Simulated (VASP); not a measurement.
# Ca in VASP: single point with PBE

Aim: the single point of Ca with PBE.

All numbers are computed with VASP 6.6.1; they aren't measurements. Logs are shortened: lines on timing, memory, paths and dates and some standing lists are left out, and cuts for length are marked.

## Step 1: The cell of the first run

The cell holds a slab with vacuum, 13 atoms: a = 7.891 Å, b = 7.891 Å, c = 17.443 Å, α = 90.00°, β = 90.00°, γ = 60.00°.

## Step 2: Single point, PBE

Contents of INCAR:

```
SYSTEM = Ca
ALGO = Normal ; EDIFF = 1E-6
ENCUT = 400 ; GGA = PE
GGA_COMPAT = .False. ; ISIF = 2
ISMEAR = -1 ; LASPH = .True.
LCHARG = .False. ; LREAL = .False.
LWAVE = .False. ; NBANDS = 77
NELM = 120 ; NELMDL = -8
PREC = Accurate ; SIGMA = 0.05
```

Contents of KPOINTS:

```
k-points
0
Gamma
  3 3 1
  0 0 0
```

Contents of POSCAR:

```
Ca
1.0
    7.8913120000      0.0000000000      0.0000000000
    3.9456560000      6.8340760000      0.0000000000
    0.0000000000      0.0000000000     17.4432290000
Ca
13
Direct
    0.1666667000      0.1666667000      0.0573288000
    0.6666667000      0.1666667000      0.0573288000
    0.1666667000      0.6666667000      0.0573288000
    0.6666667000      0.6666667000      0.0573288000
   -0.1651521434      0.3298978038      0.2340874207
    0.3336382678      0.3331637092      0.2282016829
   -0.1651665446      0.8352733159      0.2341177621
    0.3298421789      0.8350955240      0.2344926584
    0.0014752982     -0.0008300890      0.4282392450
    0.4984240703      0.0042800186      0.4065653498
    0.0042891059      0.4978044596      0.4050461535
    0.4984700040      0.4972404287      0.4064544382
    0.3255935866      0.3376446900      0.5778168227
```

Potentials or basis: VASP PAW PBE potentials, release 64 (Ca_sv).

Command:

```bash
cat potpaw_PBE.64/Ca_sv/POTCAR > POTCAR
mpirun -np 1 vasp_std > vasp.out
```

OUTCAR:

```text
SYSTEM = Ca
   EDIFF = 1E-6
   ENCUT = 400
   GGA = PE
   ISIF = 2
   ISMEAR = -1
   LASPH = .True.
   LREAL = .False.
   NELM = 120
   NELMDL = -8
   PREC = Accurate

 ion  position               nearest neighbor table
   1  0.167  0.167  0.057-
   2  0.667  0.167  0.057-
   3  0.167  0.667  0.057-
   4  0.667  0.667  0.057-
   5  0.835  0.330  0.234-
   6  0.334  0.333  0.228-
   7  0.835  0.835  0.234-
   8  0.330  0.835  0.234-
   9  0.001  0.999  0.428-
  10  0.498  0.004  0.407-
  11  0.004  0.498  0.405-
  12  0.498  0.497  0.406-
  13  0.326  0.338  0.578-

  LATTYP: Found a hexagonal cell.
 ALAT       =     7.8913114274
 C/A-ratio  =     2.2104347497

  Lattice vectors:

 A1 = (  -3.9456560000,  -6.8340760000,   0.0000000000)
 A2 = (   7.8913120000,   0.0000000000,   0.0000000000)
 A3 = (   0.0000000000,   0.0000000000,  17.4432290000)

Analysis of symmetry for initial positions (statically):
=====================================================================
 Subroutine PRICEL returns:
 Original cell was already a primitive cell.

 Routine SETGRP: Setting up the symmetry group for a
 hexagonal supercell.

 Subroutine GETGRP returns: Found  1 space group operations
 (whereof  1 operations were pure point group operations)
 out of a pool of 24 trial point group operations.

The static configuration has the point symmetry C_1 .

Analysis of symmetry for dynamics (positions and initial velocities):
=====================================================================
 Subroutine PRICEL returns:
 Original cell was already a primitive cell.

 Routine SETGRP: Setting up the symmetry group for a
 hexagonal supercell.

 Subroutine GETGRP returns: Found  1 space group operations
 (whereof  1 operations were pure point group operations)
 out of a pool of 24 trial point group operations.

The dynamic configuration has the point symmetry C_1 .

 Subroutine INISYM returns: Found  1 space group operations
 (whereof  1 operations are pure point group operations),
 and found     1 'primitive' translations

----------------------------------------------------------------------------------------

                                     Primitive cell

  volume of cell :     940.7103

  direct lattice vectors                    reciprocal lattice vectors
     7.891312000  0.000000000  0.000000000     0.126721640 -0.073162780  0.000000000
     3.945656000  6.834076000  0.000000000     0.000000000  0.146325560  0.000000000
     0.000000000  0.000000000 17.443229000     0.000000000  0.000000000  0.057328835

  length of vectors
     7.891312000  7.891311427 17.443229000     0.146325550  0.146325560  0.057328835

  position of ions in fractional coordinates (direct lattice)
     0.166666700  0.166666700  0.057328800
     0.666666700  0.166666700  0.057328800
     0.166666700  0.666666700  0.057328800
     0.666666700  0.666666700  0.057328800
     0.834847857  0.329897804  0.234087421
     0.333638268  0.333163709  0.228201683
     0.834833455  0.835273316  0.234117762
     0.329842179  0.835095524  0.234492658
     0.001475298  0.999169911  0.428239245
     0.498424070  0.004280019  0.406565350
     0.004289106  0.497804460  0.405046154
     0.498470004  0.497240429  0.406454438
     0.325593587  0.337644690  0.577816823

  ion indices of the primitive-cell ions
   primitive index   ion index
                 1           1
                 2           2
                 3           3
                 4           4
                 5           5
                 6           6
                 7           7
                 8           8
                 9           9
                10          10
                11          11
                12          12
                13          13

----------------------------------------------------------------------------------------

 KPOINTS: k-points

Automatic generation of k-mesh.
 Grid dimensions read from file:
 generate k-points for:    3    3    1

 Generating k-lattice:

  Cartesian coordinates                     Fractional coordinates (reciprocal lattice)
     0.042240547 -0.024387593  0.000000000     0.333333333  0.000000000  0.000000000
     0.000000000  0.048775187  0.000000000     0.000000000  0.333333333  0.000000000
     0.000000000  0.000000000  0.057328835     0.000000000  0.000000000  1.000000000

  Length of vectors
     0.048775183  0.048775187  0.057328835

  Shift w.r.t. Gamma in fractional coordinates (k-lattice)
     0.000000000  0.000000000  0.000000000

 Subroutine IBZKPT returns following result:
 ===========================================

 Found      5 irreducible k-points:

 Following reciprocal coordinates:
            Coordinates               Weight
  0.000000  0.000000  0.000000      1.000000
  0.333333 -0.000000  0.000000      2.000000
  0.333333  0.333333  0.000000      2.000000
  0.000000  0.333333  0.000000      2.000000
 -0.333333  0.333333  0.000000      2.000000
   k-points           NKPTS =      5   k-points in BZ     NKDIM =      5   number of bands    NBANDS=     77
   number of dos      NEDOS =    301   number of ions     NIONS =     13
   total plane-waves  NPLWV = 349920
   dimension x,y,z NGX =    54 NGY =   54 NGZ =  120
   dimension x,y,z NGXF=   108 NGYF=  108 NGZF=  240
   ions per type =              13
   NGX,Y,Z   is equivalent  to a cutoff of  11.38, 11.38, 11.44 a.u.
   NGXF,Y,Z  is equivalent  to a cutoff of  22.75, 22.75, 22.87 a.u.
 SYSTEM =  Ca
   PREC   = accura    normal or accurate (medium, high low for compatibility)
   ISTART =      0    job   : 0-new  1-cont  2-samecut
   ICHARG =      2    charge: 1-file 2-atom 10-const
   ISPIN  =      1    spin polarized calculation?
   LNONCOLLINEAR =      F non collinear calculations
   LSORBIT =      F    spin-orbit coupling
   LASPH  =      T    aspherical Exc in radial PAW
   ENCUT  =  400.0 eV  29.40 Ry    5.42 a.u.  12.87 12.87 28.45*2*pi/ulx,y,z
   NELM   =    120;   NELMIN=  2; NELMDL= -8     # of ELM steps
   EDIFF  = 0.1E-05   stopping-criterion for ELM
   LREAL  =      F    real-space projection
   EDIFFG = 0.1E-04   stopping-criterion for IOM
   NSW    =      0    number of steps for IOM
   IBRION =     -1    ionic relax: 0-MD 1-quasi-New 2-CG
   NFREE  =      0    steps in history (QN), initial steepest desc. (CG)
   ISIF   =      2    stress and relaxation
   ISYM   =      2    0-nonsym 1-usesym 2-fastsym
   POTIM  = 0.5000    time-step for ionic-motion
   TEBEG  =    0.0;   TEEND  =   0.0 temperature during run
   PSTRESS=    0.0 pullay stress
   NELECT =     130.0000    total number of electrons
   NUPDOWN=      -1.0000    fix difference up-down
   EMIN   =  10.00;   EMAX   =-10.00  energy-range for DOS
   EFERMI =   0.00;   METHOD = LEGACY
   ISMEAR =    -1;   SIGMA  =   0.05  broadening in eV -4-tet -1-fermi 0-gaus
   EFERMI_NEDOS =   21; number of points for ismear=-14 and -15
   IALGO  =     38    algorithm
   IMIX   =      4    mixing-type and parameters
     AMIX     =   0.40;   BMIX     =  1.00
     AMIX_MAG =   1.60;   BMIX_MAG =  1.00
  volume/ion in A,a.u.               =      72.36       488.33
  Fermi-wavevector in a.u.,A,eV,Ry     =   0.846390  1.599446  9.746893  0.716376
  Thomas-Fermi vector in A             =   1.961730
   LORBIT       =      0    0 simple, 1 ext, 2 COOP (PROOUT), +10 PAW based schemes
   GGA     = PE    functional components
   LHFCALC =     F    Hartree Fock is set to
   AEXX    =    0.0000 exact exchange contribution
   IVDW    =     0    specifies the selected vdW correction
   LEPSILON=     F    determine dielectric tensor
   LRPA    =     F    only Hartree local field effects (RPA)
 non-spin polarized calculation
  energy-cutoff  :      400.00
  volume of cell :      940.71
 maximum number of plane-waves:     17115
 NGX is ok and might be reduce to    54
   NGX = 25   NGY = 25   NGZ = 57

 number of electron     129.9999991 magnetization

 Free energy of the ion-electron system (eV)
  ---------------------------------------------------
  ext. energy  EPLUGINS =         0.00000000
  ---------------------------------------------------
  free energy    TOTEN  =       -21.30749403 eV

  energy without entropy =      -21.11945883  energy(sigma->0) =      -21.21347643

 E-fermi :   0.1992     XC(G=0):  -5.4418

 val. band max:        0.1623617694   @ k =   0.3333  -0.0000   0.0000
 cond. band min:       0.2217403553   @ k =   0.0000   0.0000   0.0000
 fundamental gap:      0.0593785859
 Fermi energy:         0.1991634414

 k-point     1 :       0.0000    0.0000    0.0000
  band No.  band energies     occupation
      1     -43.2463      2.00000
      2     -42.4065      2.00000
      3     -42.2549      2.00000
      4     -42.2293      2.00000
      5     -42.2245      2.00000
      6     -42.2227      2.00000
[... 69 lines left out ...]
     76       0.8414      0.00001
     77       0.8516      0.00000

 k-point     2 :       0.3333   -0.0000    0.0000
  band No.  band energies     occupation
      1     -43.2463      2.00000
      2     -42.4065      2.00000
      3     -42.2546      2.00000
      4     -42.2287      2.00000
      5     -42.2245      2.00000
      6     -42.2236      2.00000
[... 69 lines left out ...]
     76       0.8857      0.00000
     77       0.9392      0.00000

 k-point     3 :       0.3333    0.3333    0.0000
  band No.  band energies     occupation
      1     -43.2463      2.00000
      2     -42.4065      2.00000
      3     -42.2547      2.00000
      4     -42.2283      2.00000
      5     -42.2256      2.00000
      6     -42.2229      2.00000
[... 69 lines left out ...]
     76       0.8854      0.00000
     77       0.9357      0.00000

 k-point     4 :       0.0000    0.3333    0.0000
  band No.  band energies     occupation
      1     -43.2463      2.00000
      2     -42.4065      2.00000
      3     -42.2547      2.00000
      4     -42.2283      2.00000
      5     -42.2256      2.00000
      6     -42.2229      2.00000
[... 69 lines left out ...]
     76       0.8855      0.00000
     77       0.9365      0.00000

 k-point     5 :      -0.3333    0.3333    0.0000
  band No.  band energies     occupation
      1     -43.2463      2.00000
      2     -42.4065      2.00000
      3     -42.2545      2.00000
      4     -42.2275      2.00000
      5     -42.2263      2.00000
      6     -42.2231      2.00000
[... 69 lines left out ...]
     76       1.1758      0.00000
     77       1.1848      0.00000

------------------------ aborting loop because EDIFF is reached ----------------------------------------

  FORCE on cell =-STRESS in cart. coord.  units (eV):
  Direction    XX          YY          ZZ          XY          YZ          ZX
  --------------------------------------------------------------------------------------
  -------------------------------------------------------------------------------------
  Total       -1.4562602     -1.5040474      0.2560147     -0.0352984     -0.0004105      0.0009050
  in kB       -2.4802397     -2.5616288      0.4360333     -0.0601187     -0.0006992      0.0015414
  external PRESSURE =      -1.5352784 kB  Pullay stress =       0.0000000 kB

 VOLUME and BASIS-vectors are now :
 -----------------------------------------------------------------------------
  energy-cutoff  :      400.00
  volume of cell :      940.71
      direct lattice vectors                 reciprocal lattice vectors
     7.891312000  0.000000000  0.000000000     0.126721640 -0.073162780  0.000000000
     3.945656000  6.834076000  0.000000000     0.000000000  0.146325560  0.000000000
     0.000000000  0.000000000 17.443229000     0.000000000  0.000000000  0.057328835

 POSITION                                       TOTAL-FORCE (eV/Angst)
 -----------------------------------------------------------------------------------
      1.97283      1.13901      1.00000         0.008867      0.004229     -0.029435
      5.91848      1.13901      1.00000        -0.008615      0.004917     -0.032959
      3.94566      4.55605      1.00000         0.000719     -0.009762     -0.029159
      7.89131      4.55605      1.00000        -0.001437      0.000960      0.070931
      7.88971      2.25455      4.08324        -0.000653     -0.000716      0.000649
      3.94739      2.27687      3.98057        -0.001001      0.000681     -0.003939
      9.88363      5.70832      4.08377         0.000051      0.000812      0.000747
      5.89789      5.70711      4.09031         0.002662     -0.001520      0.002206
      3.95402      6.82840      7.46988        -0.001196      0.000786      0.004325
      3.95011      0.02925      7.09181        -0.000584      0.000916      0.001431
      1.99801      3.40203      7.06531         0.001727     -0.000945      0.002599
      5.89552      3.39818      7.08988        -0.001155      0.000062      0.001484
      3.90159      2.30749     10.07899         0.000613     -0.000421      0.011121
 -----------------------------------------------------------------------------------
    total drift:                               -0.000065     -0.000017      0.000459

  FREE ENERGIE OF THE ION-ELECTRON SYSTEM (eV)
  ---------------------------------------------------
  free  energy   TOTEN  =       -21.3074940255 eV

  energy  without entropy=      -21.1194588296  energy(sigma->0) =      -21.21347643
```

It took 14 min on 1 thread of Intel Xeon Platinum 8259CL at 2.50GHz (Skylake/Cascade Lake), shared host; peak memory 0.7 GiB.

Results:

| Property | Result |
| --- | --- |
| Free energy | -21.3075 eV |
| Largest force | 0.071 eV/Å |
| Band gap on the k mesh | zero (bands 65 and 66 overlap by 0.02 eV) |

Forces in eV/Å, atoms in the order of the input:
```
Ca   0.009  0.004 -0.029
Ca  -0.009  0.005 -0.033
Ca   0.001 -0.010 -0.029
Ca  -0.001  0.001  0.071
Ca  -0.001 -0.001  0.001
Ca  -0.001  0.001 -0.004
Ca   0.000  0.001  0.001
Ca   0.003 -0.002  0.002
Ca  -0.001  0.001  0.004
Ca  -0.001  0.001  0.001
Ca   0.002 -0.001  0.003
Ca  -0.001  0.000  0.001
Ca   0.001  0.000  0.011
```

Caveat: there is no dipole correction, which matters where the two faces differ.

The gap in the log of VASP goes by the Fermi energy; the results here count the filled bands.